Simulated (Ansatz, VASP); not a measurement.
# Co in VASP and in Ansatz

```
CELL_PARAMETERS angstrom
0.00000 1.78400 1.78400
1.78400 0.00000 1.78400
1.78400 1.78400 0.00000
ATOMIC_POSITIONS crystal
Co 0.00000 0.00000 0.00000
```

Alike in both runs: task single point; functional revPBE; k mesh 17 × 17 × 17; occupations fermi-dirac, width 0.1 eV; no spin polarisation.

|  | VASP | Ansatz |
| --- | --- | --- |
| version | VASP 6.6.1 | Ansatz 0.2.0 |
| potentials or method | VASP PAW PBE potentials, release 64 (Co), cutoff 520 eV | plane waves (420 eV) with PAW, scalar-relativistic |
| valence electrons in the cell | 9 | 17 |

|  | VASP | Ansatz | Ansatz less VASP |
| --- | --- | --- | --- |
| pressure (GPa) | -15.2 | -15.1 | +0.09 |

VASP's potentials were made for PBE, not for revPBE. With one functional, cell and mesh, what is left measures potentials, basis and numerics. VASP's potentials hold 9 valence electrons a cell and Ansatz's 17, so a difference there can come from the potentials and not from the codes.
